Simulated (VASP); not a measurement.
Input of a VASP 6.6.1 run:

Contents of INCAR:

```
SYSTEM = SiO2
PREC = Accurate ; ENCUT = 520
EDIFF = 1E-8 ; ISMEAR = -1
SIGMA = 0.02 ; LREAL = .FALSE.
LASPH = .TRUE. ; NELM = 80
ALGO = Normal ; ISIF = 2
LWAVE = .FALSE. ; LCHARG = .FALSE.
GGA = PE ; LEFG = .TRUE.
NBANDS = 44
```

Contents of KPOINTS:

```
Automatic mesh
0
G
  5 5 5
  0 0 0
```

The input POSCAR:

```
SiO2
1.0
    0.0000000000      4.7162571100      7.3627753715
    2.3595806657      0.0000000000      7.3627753715
    2.3595806657      4.7162571100      0.0000000000
Si O
4 8
Direct
    0.5632310800      0.5632310800      0.9367689200
    0.3132310800      0.3132310800      0.6867689200
    0.6867689200      0.6867689200      0.3132310800
    0.9367689200      0.9367689200      0.5632310800
    0.6250000000      0.1250000000      0.6250000000
    0.6250000000      0.6250000000      0.1250000000
    0.6250000000      0.6250000000      0.6250000000
    0.1250000000      0.6250000000      0.6250000000
    0.1865604000      0.8134396000      0.1865604000
    0.8134396000      0.1865604000      0.8134396000
    0.4365604000      0.0634396000      0.4365604000
    0.0634396000      0.4365604000      0.0634396000
```

Potentials or basis: VASP PAW PBE potentials, release 64 (Si, O).

Command:

```sh
$ cat potpaw_PBE.64/Si/POTCAR potpaw_PBE.64/O/POTCAR > POTCAR
$ mpirun -np 1 vasp_std > vasp.out
```

(1) Estimate the band gap on the k mesh.

(2) Predict the pressure.

## Answers

(1) 5.78 eV.

(2) 5.1 GPa.

Caveat: the cell stands under pressure; without QUAD_EFG the Cq values of the log hold for a quadrupole moment of 1 mb, not for the nuclei; an odd mesh through Γ misses points on the zone boundary, where band edges can lie.
